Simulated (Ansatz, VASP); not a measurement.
**Two plane-wave programs on HfN**

Contents of INCAR:

```
PREC = Accurate
ENCUT = 520
EDIFF = 1E-7
ISMEAR = 0
SIGMA = 0.15
LREAL = False
LASPH = True
NELM = 60
ALGO = Normal
ISIF = 2
LWAVE = False
LCHARG = False
GGA = PS
NBANDS = 14
```

KPOINTS

```
regular mesh
0
Gamma
  18 18 18
```

File POSCAR:

```
HfN
1.0
    0.0000000000      2.2590000000      2.3493600000
    2.2590000000      0.0000000000      2.3493600000
    2.2590000000      2.2590000000      0.0000000000
Hf N
1 1
Direct
    0.0000000000      0.0000000000      0.0000000000
    0.5000000000      0.5000000000      0.5000000000
```

Input for Ansatz:

```yaml
crystal:
  lattice:
    - [0.0, 2.259, 2.34936]
    - [2.259, 0.0, 2.34936]
    - [2.259, 2.259, 0.0]
  atoms:
    - { symbol: Hf, position: [0.0, 0.0, 0.0] }
    - { symbol: "N", position: [0.5, 0.5, 0.5] }
basis:
  ecutwfc: 420
kpoints:
  mp_grid: { grid: [18, 18, 18] }
hamiltonian:
  xc: pbesol
scf:
  occupations: { method: gaussian, width: 0.15 }
output:
  forces: true
  stress: true
  eigenvalues: true
```

Change from the starting cell: strain +0.000 along x and y, +0.040 along z, atoms carried along.

Alike in both runs: task single point; functional PBEsol; k mesh 18 × 18 × 18; occupations gaussian, width 0.15 eV; no spin polarisation.

|  | VASP | Ansatz |
| --- | --- | --- |
| version | VASP 6.6.1 | Ansatz 0.2.0 |
| potentials or method | VASP PAW PBE potentials, release 64 (Hf_pv, N), cutoff 520 eV | scalar-relativistic, plane waves, PAW |
| valence electrons in the cell | 15 | 31 |

Ansatz gave:

```
gap on the k mesh at the Fermi level (eV)                     : none
pressure (GPa)                                                : -11.9
traceless stress, the component that is largest in VASP (GPa) : -9.85
```

Question: Estimate VASP's values.

Answer: gap on the k mesh at the Fermi level (eV): none; pressure (GPa): -14.0; traceless stress, the component that is largest in VASP (GPa): -9.71.

VASP's potentials were made for PBE, not for PBEsol. A gap of «none» marks a metal or a gap that the smearing closes. The functional is the same, so the differences come from potentials, cutoffs and numerics. VASP's potentials hold 15 valence electrons a cell and Ansatz's 31, so a difference there can come from the potentials and not from the codes.

Spin-orbit coupling is off throughout.
